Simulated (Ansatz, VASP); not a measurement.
One calculation of BeCd2S3, two programs

```
Be Cd S
1.0
     4.18190    0.00000    0.00000
    -2.09095    3.62163    0.00000
     0.00000    0.00000    7.70639
Be Cd S
1 2 3
Cartesian
  2.0910 1.2072 0.0000
  0.0000 2.4144 1.9809
  0.0000 2.4144 5.7255
  2.0910 1.2072 3.8532
  0.0000 0.0000 0.0000
  0.0000 0.0000 3.8532
```

Change from the starting cell: species swapped into the La2CuSi3 type (P-6m2, No. 187).

Alike in both runs: task relaxation of cell and atoms; functional PBE; k mesh 12 × 12 × 6; occupations gaussian, width 0.1 eV; no spin polarisation.

|  | VASP | Ansatz |
| --- | --- | --- |
| version | VASP 6.6.1 | Ansatz 0.2.0 |
| potentials or method | VASP PAW PBE potentials, release 64 (Be, Cd, S), cutoff 600 eV | scalar-relativistic, plane waves, PAW |
| valence electrons in the cell | 44 | 60 |

```csv
,VASP,Ansatz,Ansatz less VASP
"gap on the k mesh at the Fermi level, each at its own relaxed structure (eV)",none,none,-
relaxed volume (Å³/atom),19.48,19.45,-0.032
relaxed length of the cell vector where the two differ most in proportion (Å),7.712,7.706,-0.0054
```

A gap of «none» marks a metal or a gap that the smearing closes. VASP's potentials hold 44 valence electrons a cell and Ansatz's 60, so a difference there can come from the potentials and not from the codes.
